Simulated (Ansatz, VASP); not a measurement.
**One calculation of AlN, two programs**

INCAR

```
  PREC = Accurate
  ENCUT = 520
  EDIFF = 1E-6
  ISMEAR = 0
  SIGMA = 0.05
  LREAL = False
  LASPH = True
  NELM = 100
  ALGO = Normal
  ISIF = 2
  LWAVE = False
  LCHARG = False
  GGA = CA
  NBANDS = 16
```

KPOINTS

```
Automatic mesh
0
Gamma
  9 9 6
```

File POSCAR:

```
AlN
1.0
    3.3305662437      0.0000000000      0.0000000000
   -1.6652831218      2.8843549760      0.0000000000
    0.0000000000      0.0000000000      4.1691689022
Al N
2 2
Direct
    0.3333333333      0.6666666667      0.7609379390
    0.6666666667      0.3333333333      0.2609379390
    0.3333333333      0.6666666667      0.2289303619
    0.6666666667      0.3333333333      0.7289303619
```

Input for Ansatz:

```yaml
crystal:
  lattice:
    - [3.3305662437, 0.0, 0.0]
    - [-1.6652831218, 2.884354976, 0.0]
    - [0.0, 0.0, 4.1691689022]
  atoms:
    - { symbol: Al, position: [0.3333333333, 0.6666666667, 0.760937939] }
    - { symbol: Al, position: [0.6666666667, 0.3333333333, 0.260937939] }
    - { symbol: "N", position: [0.3333333333, 0.6666666667, 0.2289303619] }
    - { symbol: "N", position: [0.6666666667, 0.3333333333, 0.7289303619] }
basis:
  ecutwfc: 520.0
kpoints:
  mp_grid: { grid: [9, 9, 6] }
hamiltonian:
  xc: lda
  pseudopotentials: { kind: paw, azcp: { folder: soft_1 } }
scf:
  occupations: { method: gaussian, width: 0.05 }
output:
  forces: true
  stress: true
  eigenvalues: true
```

Change from the starting cell: mode 4 frozen in at -0.086 Å, equal normal strain along x, y and z +0.0167.

Alike in both runs: task single point; functional LDA; k mesh 9 × 9 × 6; occupations gaussian, width 0.05 eV; no spin polarisation.

```csv
,VASP,Ansatz
version,VASP 6.6.1,Ansatz 0.2.0
potentials or method,"VASP PAW LDA potentials, release 64 (Al, N), cutoff 520 eV","scalar-relativistic, plane waves, PAW"
valence electrons in the cell,16,16
```

```csv
,VASP,Ansatz,Ansatz less VASP
gap on the k mesh at the Fermi level (eV),3.34,3.33,-0.008
least direct gap on the mesh (eV),3.34,3.33,-0.008
pressure (GPa),-8.1,-8.6,-0.51
"traceless stress, the component that is largest in VASP (GPa)",6.16,6.19,+0.028
rms of the force components (eV/Å),0.199,0.188,-0.0111
```

Ansatz warns that its potentials were made for another functional, while VASP's fit it. LDA's correlation is that of Perdew and Zunger in VASP and of Perdew and Wang (1992) in Ansatz. Atom by atom the forces differ by 0.011 eV/Å (rms over components).
